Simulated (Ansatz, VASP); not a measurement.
# Two plane-wave programs on GaN

The input POSCAR:

```
GaN
1.0
    3.1799996605      0.0000000000      0.0000000000
   -1.5899998303      2.7539604900      0.0000000000
    0.0000000000      0.0000000000      5.1660000000
Ga N
2 2
Direct
    0.3228111146      0.6589638679      0.0000000000
    0.6771888854      0.3410361321      0.5000000000
    0.3418463624      0.6728986364      0.3750000000
    0.6581536376      0.3271013636      0.8750000000
```

The input INCAR.step1:

```
ALGO = Normal ; EDIFF = 1E-4
ENCUT = 520 ; GGA = PE
ISMEAR = 0 ; LASPH = True
LCHARG = False ; LREAL = False
LWAVE = True ; NBANDS = 26
NELM = 80 ; PREC = Accurate
SIGMA = 0.05
```

INCAR.step2

```
ALGO = Normal ; EDIFF = 1E-6
ENCUT = 520 ; ISIF = 2
ISMEAR = 0 ; ISTART = 1
LASPH = True ; LCHARG = True
LELF = True ; LMIXTAU = True
LREAL = False ; LVHAR = True
LWAVE = False ; METAGGA = R2SCAN
NBANDS = 26 ; NELM = 80
PREC = Accurate ; SIGMA = 0.05
```

File KPOINTS:

```
k-points
0
Gamma
  12 12 6
```

Input for Ansatz:

```yaml
crystal:
  lattice:
    - [3.1799996605, 0.0, 0.0]
    - [-1.5899998303, 2.75396049, 0.0]
    - [0.0, 0.0, 5.166]
  atoms:
    - { symbol: Ga, position: [0.3228111146, 0.6589638679, 0.0] }
    - { symbol: Ga, position: [0.6771888854, 0.3410361321, 0.5] }
    - { symbol: "N", position: [0.3418463624, 0.6728986364, 0.375] }
    - { symbol: "N", position: [0.6581536376, 0.3271013636, 0.875] }
basis:
  ecutwfc: 500
kpoints:
  mp_grid: { grid: [12, 12, 6] }
hamiltonian:
  xc: r2scan
scf:
  occupations: { method: gaussian, width: 0.05 }
output:
  forces: true
  stress: true
  eigenvalues: true
```

Change from the starting cell: mode 4 (140.5 1/cm) frozen in, largest displacement +0.030 Å.

Alike in both runs: task single point; functional r2SCAN; k mesh 12 × 12 × 6; occupations gaussian, width 0.05 eV; no spin polarisation.

```csv
,VASP,Ansatz
version,VASP 6.6.1,Ansatz 0.2.0
potentials or method,"VASP PAW PBE potentials, release 64 (Ga_d, N), cutoff 520 eV","scalar-relativistic, plane waves, PAW"
valence electrons in the cell,36,36
```

VASP gave:

```
gap on the k mesh at the Fermi level (eV)                     : 2.35
least direct gap on the mesh (eV)                             : 2.35
pressure (GPa)                                                : 2.2
traceless stress, the component that is largest in VASP (GPa) : 1.38
rms of the force components (eV/Å)                            : 0.099
```

Problem. Which values does Ansatz return?

Solution. gap on the k mesh at the Fermi level (eV): 2.36; least direct gap on the mesh (eV): 2.36; pressure (GPa): 1.1; traceless stress, the component that is largest in VASP (GPa): 1.34; rms of the force components (eV/Å): 0.101.

VASP's potentials were made for PBE, not for r2SCAN. Atom by atom the forces differ by 0.004 eV/Å (rms over components). The functional is the same, so the differences come from potentials, cutoffs and numerics.
